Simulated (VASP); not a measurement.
# Zn2SbO4 (I4/mmm) in VASP: single point with PBE

Aim: the single point of Zn2SbO4 with PBE.

Everything below comes from runs of VASP 6.6.1. Logs are shortened: lines on timing, memory, paths and dates and some standing lists are left out, and cuts for length are marked.

### 1 The cell of the first run

Symmetry: I4/mmm, No. 139, tetragonal system. Conventional cell: a = 3.949 Å, b = 3.949 Å, c = 11.978 Å, α = 90.00°, β = 90.00°, γ = 90.00°. Zn (site symmetry -4m2) has 2 O at 1.78 Å within 2.4 Å. Sb (site symmetry 4/mmm) has 8 O at 2.32 Å within 3.1 Å. Within 2.5 Å of O (site symmetry 2mm) lie 1 Zn at 1.78 Å and 2 Sb at 2.32 Å and 1 O at 2.44 Å.

The cell was generated, and may not be a known phase.

### 2 Single point, PBE

File INCAR:

```
SYSTEM = Zn2SbO4
ALGO = Normal
EDIFF = 1E-6
ENCUT = 700
GGA = PE
GGA_COMPAT = .FALSE.
ISIF = 2
ISMEAR = 0
LASPH = .TRUE.
LCHARG = .TRUE.
LELF = .TRUE.
LREAL = .FALSE.
LVHAR = .TRUE.
LWAVE = .FALSE.
NBANDS = 40
NELM = 120
PREC = Accurate
SIGMA = 0.2
```

File KPOINTS:

```
k-points
0
G
  5 5 5
  0 0 0
```

File POSCAR:

```
Zn2SbO4
1.0
   -1.9745334774      1.9745334774      5.9887731455
    1.9745334774     -1.9745334774      5.9887731455
    1.9745334774      1.9745334774     -5.9887731455
Zn Sb O
2 1 4
Direct
    0.7500000000      0.2500000000      0.5000000000
    0.2500000000      0.7500000000      0.5000000000
    0.5000000000      0.5000000000      0.0000000000
    0.1016843506      0.6016843506      0.5000000000
    0.6016843506      0.1016843506      0.5000000000
    0.8983156494      0.3983156494      0.5000000000
    0.3983156494      0.8983156494      0.5000000000
```

Potentials or basis: VASP PAW PBE potentials, release 64 (Zn, Sb_d_GW, O).

Started as:

```bash
> cat potpaw_PBE.64/Zn/POTCAR potpaw_PBE.64/Sb_d_GW/POTCAR potpaw_PBE.64/O/POTCAR > POTCAR
> mpirun -np 1 vasp_std > vasp.out
```

OUTCAR:

```text
SYSTEM = Zn2SbO4
   EDIFF = 1E-6
   ENCUT = 700
   GGA = PE
   ISIF = 2
   ISMEAR = 0
   LASPH = .TRUE.
   LREAL = .FALSE.
   NELM = 120
   PREC = Accurate

 ion  position               nearest neighbor table
   1  0.750  0.250  0.500-   5 1.78   6 1.78   2 2.79   2 2.79   2 2.79   2 2.79
   2  0.250  0.750  0.500-   4 1.78   7 1.78   1 2.79   1 2.79   1 2.79   1 2.79
   3  0.500  0.500  0.000-   4 2.32   5 2.32   6 2.32   7 2.32   4 2.32   5 2.32   7 2.32   6 2.32

   4  0.102  0.602  0.500-   2 1.78   3 2.32   3 2.32
   5  0.602  0.102  0.500-   1 1.78   3 2.32   3 2.32
   6  0.898  0.398  0.500-   1 1.78   3 2.32   3 2.32
   7  0.398  0.898  0.500-   2 1.78   3 2.32   3 2.32

  LATTYP: Found a body centered tetragonal cell.
 ALAT       =     3.9490669548
 C/A-ratio  =     3.0330066388

  Lattice vectors:

 A1 = (  -1.9745334774,   1.9745334774,   5.9887731455)
 A2 = (   1.9745334774,  -1.9745334774,   5.9887731455)
 A3 = (   1.9745334774,   1.9745334774,  -5.9887731455)

Analysis of symmetry for initial positions (statically):
=====================================================================
 Subroutine PRICEL returns:
 Original cell was already a primitive cell.

 Routine SETGRP: Setting up the symmetry group for a
 body centered tetragonal supercell.

 Subroutine GETGRP returns: Found 16 space group operations
 (whereof 16 operations were pure point group operations)
 out of a pool of 16 trial point group operations.

The static configuration has the point symmetry D_4h.

Analysis of symmetry for dynamics (positions and initial velocities):
=====================================================================
 Subroutine PRICEL returns:
 Original cell was already a primitive cell.

 Routine SETGRP: Setting up the symmetry group for a
 body centered tetragonal supercell.

 Subroutine GETGRP returns: Found 16 space group operations
 (whereof 16 operations were pure point group operations)
 out of a pool of 16 trial point group operations.

The dynamic configuration has the point symmetry D_4h.

 Subroutine INISYM returns: Found 16 space group operations
 (whereof 16 operations are pure point group operations),
 and found     1 'primitive' translations

----------------------------------------------------------------------------------------

                                     Primitive cell

  volume of cell :      93.3957

  direct lattice vectors                    reciprocal lattice vectors
    -1.974533477  1.974533477  5.988773145     0.000000000  0.253224372  0.083489554
     1.974533477 -1.974533477  5.988773145     0.253224372  0.000000000  0.083489554
     1.974533477  1.974533477 -5.988773145     0.253224372  0.253224372  0.000000000

  length of vectors
     6.607796054  6.607796054  6.607796054     0.266632872  0.266632872  0.358113341

  position of ions in fractional coordinates (direct lattice)
     0.750000000  0.250000000  0.500000000
     0.250000000  0.750000000  0.500000000
     0.500000000  0.500000000  0.000000000
     0.101684351  0.601684351  0.500000000
     0.601684351  0.101684351  0.500000000
     0.898315649  0.398315649  0.500000000
     0.398315649  0.898315649  0.500000000

  ion indices of the primitive-cell ions
   primitive index   ion index
                 1           1
                 2           2
                 3           3
                 4           4
                 5           5
                 6           6
                 7           7

----------------------------------------------------------------------------------------

 KPOINTS: k-points

Automatic generation of k-mesh.
 Grid dimensions read from file:
 generate k-points for:    5    5    5

 Generating k-lattice:

  Cartesian coordinates                     Fractional coordinates (reciprocal lattice)
     0.000000000  0.050644874  0.016697911     0.200000000  0.000000000  0.000000000
     0.050644874  0.000000000  0.016697911     0.000000000  0.200000000  0.000000000
     0.050644874  0.050644874  0.000000000     0.000000000  0.000000000  0.200000000

  Length of vectors
     0.053326574  0.053326574  0.071622668

  Shift w.r.t. Gamma in fractional coordinates (k-lattice)
     0.000000000  0.000000000  0.000000000

 Subroutine IBZKPT returns following result:
 ===========================================

 Found     18 irreducible k-points:

 Following reciprocal coordinates:
            Coordinates               Weight
  0.000000  0.000000  0.000000      1.000000
  0.200000 -0.000000  0.000000      8.000000
  0.400000  0.000000 -0.000000      8.000000
  0.200000  0.200000  0.000000      8.000000
  0.400000  0.200000  0.000000     16.000000
 -0.400000  0.200000  0.000000     16.000000
[... 10 lines left out ...]
 -0.400000  0.400000  0.400000      4.000000
 -0.400000 -0.400000  0.400000      2.000000
   k-points           NKPTS =     18   k-points in BZ     NKDIM =     18   number of bands    NBANDS=     40
   number of dos      NEDOS =    301   number of ions     NIONS =      7
   total plane-waves  NPLWV = 216000
   dimension x,y,z NGX =    60 NGY =   60 NGZ =   60
   dimension x,y,z NGXF=   120 NGYF=  120 NGZF=  120
   ions per type =               2   1   4
   NGX,Y,Z   is equivalent  to a cutoff of  15.10, 15.10, 15.10 a.u.
   NGXF,Y,Z  is equivalent  to a cutoff of  30.19, 30.19, 30.19 a.u.
 SYSTEM =  Zn2SbO4
   PREC   = accura    normal or accurate (medium, high low for compatibility)
   ISTART =      0    job   : 0-new  1-cont  2-samecut
   ICHARG =      2    charge: 1-file 2-atom 10-const
   ISPIN  =      1    spin polarized calculation?
   LNONCOLLINEAR =      F non collinear calculations
   LSORBIT =      F    spin-orbit coupling
   LASPH  =      T    aspherical Exc in radial PAW
   ENCUT  =  700.0 eV  51.45 Ry    7.17 a.u.  14.25 14.25 14.25*2*pi/ulx,y,z
   NELM   =    120;   NELMIN=  2; NELMDL= -5     # of ELM steps
   EDIFF  = 0.1E-05   stopping-criterion for ELM
   LREAL  =      F    real-space projection
   EDIFFG = 0.1E-04   stopping-criterion for IOM
   NSW    =      0    number of steps for IOM
   IBRION =     -1    ionic relax: 0-MD 1-quasi-New 2-CG
   NFREE  =      0    steps in history (QN), initial steepest desc. (CG)
   ISIF   =      2    stress and relaxation
   ISYM   =      2    0-nonsym 1-usesym 2-fastsym
   POTIM  = 0.5000    time-step for ionic-motion
   TEBEG  =    0.0;   TEEND  =   0.0 temperature during run
   PSTRESS=    0.0 pullay stress
   NELECT =      63.0000    total number of electrons
   NUPDOWN=      -1.0000    fix difference up-down
   EMIN   =  10.00;   EMAX   =-10.00  energy-range for DOS
   EFERMI =   0.00;   METHOD = LEGACY
   ISMEAR =     0;   SIGMA  =   0.20  broadening in eV -4-tet -1-fermi 0-gaus
   EFERMI_NEDOS =   21; number of points for ismear=-14 and -15
   IALGO  =     38    algorithm
   IMIX   =      4    mixing-type and parameters
     AMIX     =   0.40;   BMIX     =  1.00
     AMIX_MAG =   1.60;   BMIX_MAG =  1.00
  volume/ion in A,a.u.               =      13.34        90.04
  Fermi-wavevector in a.u.,A,eV,Ry     =   1.435752  2.713178 28.046825  2.061383
  Thomas-Fermi vector in A             =   2.555016
   LORBIT       =      0    0 simple, 1 ext, 2 COOP (PROOUT), +10 PAW based schemes
   GGA     = PE    functional components
   LHFCALC =     F    Hartree Fock is set to
   AEXX    =    0.0000 exact exchange contribution
   IVDW    =     0    specifies the selected vdW correction
   LEPSILON=     F    determine dielectric tensor
   LRPA    =     F    only Hartree local field effects (RPA)
 non-spin polarized calculation
 Gauss-broadening in eV      SIGMA  =   0.20
  energy-cutoff  :      700.00
  volume of cell :       93.40
 maximum number of plane-waves:      3946
 NGX is ok and might be reduce to    60
   NGX = 29   NGY = 29   NGZ = 29

 number of electron      63.0000002 magnetization

 Free energy of the ion-electron system (eV)
  ---------------------------------------------------
  ext. energy  EPLUGINS =         0.00000000
  ---------------------------------------------------
  free energy    TOTEN  =       -31.05618351 eV

  energy without entropy =      -31.03301221  energy(sigma->0) =      -31.04459786

 E-fermi :   3.0883     XC(G=0): -10.6299

 val. band max:        3.0709996012   @ k =   0.2000   0.2000   0.2000
 cond. band min:       3.1853115976   @ k =  -0.2000   0.2000   0.2000
 fundamental gap:      0.1143119964
 Fermi energy:         3.0883160705

 k-point     1 :       0.0000    0.0000    0.0000
  band No.  band energies     occupation
      1     -26.6487      2.00000
      2     -26.6203      2.00000
      3     -26.6146      2.00000
      4     -26.6146      2.00000
      5     -26.5810      2.00000
      6     -16.2581      2.00000
[... 32 lines left out ...]
     39      10.5329      0.00000
     40      11.7926      0.00000

 k-point     2 :       0.2000   -0.0000    0.0000
  band No.  band energies     occupation
      1     -26.6476      2.00000
      2     -26.6201      2.00000
      3     -26.6144      2.00000
      4     -26.6130      2.00000
      5     -26.5820      2.00000
      6     -16.0914      2.00000
[... 32 lines left out ...]
     39      11.4149      0.00000
     40      12.2314      0.00000

 k-point     3 :       0.4000    0.0000   -0.0000
  band No.  band energies     occupation
      1     -26.6464      2.00000
      2     -26.6290      2.00000
      3     -26.6142      2.00000
      4     -26.6006      2.00000
      5     -26.5837      2.00000
      6     -15.6449      2.00000
[... 32 lines left out ...]
     39      11.1570      0.00000
     40      11.9774      0.00000

 k-point     4 :       0.2000    0.2000    0.0000
  band No.  band energies     occupation
      1     -26.6461      2.00000
      2     -26.6200      2.00000
      3     -26.6199      2.00000
      4     -26.6060      2.00000
      5     -26.5831      2.00000
      6     -15.9039      2.00000
[... 32 lines left out ...]
     39      11.0975      0.00000
     40      12.4014      0.00000
[... 514 lines left out ...]
     39      10.1154      0.00000
     40      12.3979      0.00000

 k-point    17 :      -0.4000    0.4000    0.4000
  band No.  band energies     occupation
      1     -26.6476      2.00000
      2     -26.6201      2.00000
      3     -26.6144      2.00000
      4     -26.6131      2.00000
      5     -26.5820      2.00000
      6     -15.8127      2.00000
[... 32 lines left out ...]
     39      10.7244      0.00000
     40      11.9264      0.00000

 k-point    18 :      -0.4000   -0.4000    0.4000
  band No.  band energies     occupation
      1     -26.6487      2.00000
      2     -26.6204      2.00000
      3     -26.6146      2.00000
      4     -26.6146      2.00000
      5     -26.5810      2.00000
      6     -16.0069      2.00000
[... 32 lines left out ...]
     39      10.1199      0.00000
     40      11.3181      0.00000

------------------------ aborting loop because EDIFF is reached ----------------------------------------

  FORCE on cell =-STRESS in cart. coord.  units (eV):
  Direction    XX          YY          ZZ          XY          YZ          ZX
  --------------------------------------------------------------------------------------
  -------------------------------------------------------------------------------------
  Total       -0.2460723     -0.2460723      1.1296072      0.0000000     -0.0000000     -0.0000000
  in kB       -4.2213018     -4.2213018     19.3781000      0.0000000     -0.0000000     -0.0000000
  external PRESSURE =       3.6451654 kB  Pullay stress =       0.0000000 kB

 VOLUME and BASIS-vectors are now :
 -----------------------------------------------------------------------------
  energy-cutoff  :      700.00
  volume of cell :       93.40
      direct lattice vectors                 reciprocal lattice vectors
    -1.974533477  1.974533477  5.988773145     0.000000000  0.253224372  0.083489554
     1.974533477 -1.974533477  5.988773145     0.253224372  0.000000000  0.083489554
     1.974533477  1.974533477 -5.988773145     0.253224372  0.253224372  0.000000000

 POSITION                                       TOTAL-FORCE (eV/Angst)
 -----------------------------------------------------------------------------------
     -0.00000      1.97453      2.99439         0.000000      0.000000     -0.000000
      1.97453     -0.00000      2.99439         0.000000      0.000000     -0.000000
      0.00000      0.00000      5.98877         0.000000      0.000000     -0.000000
      1.97453      0.00000      1.21793        -0.000000      0.000000     -0.240890
      0.00000      1.97453      1.21793         0.000000     -0.000000     -0.240890
     -0.00000      1.97453      4.77084         0.000000     -0.000000      0.240890
      1.97453     -0.00000      4.77084        -0.000000      0.000000      0.240890
 -----------------------------------------------------------------------------------
    total drift:                               -0.000000     -0.000000      0.000000

  FREE ENERGIE OF THE ION-ELECTRON SYSTEM (eV)
  ---------------------------------------------------
  free  energy   TOTEN  =       -31.0561835096 eV

  energy  without entropy=      -31.0330122072  energy(sigma->0) =      -31.04459786
```

Run time: 4.8 min. Hardware: 1 thread of Intel Xeon Platinum 8259CL at 2.50GHz (Skylake/Cascade Lake), shared host; peak memory 0.53 GiB.

Results:

```yaml
Free_energy: -31.0562 eV
Pressure: 0.4 GPa
Largest_force: 0.241 eV/Å
Band_gap_on_the_k_mesh: zero (an odd number of electrons rules out a gap without spin polarisation)
```

Forces on the atoms (eV/Å):
```
Zn   0.000  0.000  0.000
Zn   0.000  0.000  0.000
Sb   0.000  0.000  0.000
O    0.000  0.000 -0.241
O    0.000  0.000 -0.241
O    0.000  0.000  0.241
O    0.000  0.000  0.241
```

Stress tensor (GPa, compression positive):
```
-0.42  0.00  0.00
 0.00 -0.42  0.00
 0.00  0.00  1.94
```

Caveat: spin-orbit coupling is left out, which moves the levels of the heavy elements; an odd number of electrons without spin polarisation forces a metal; a magnetic or distorted state may lie lower.

The gap in the log of VASP goes by the Fermi energy; the results here count the filled bands.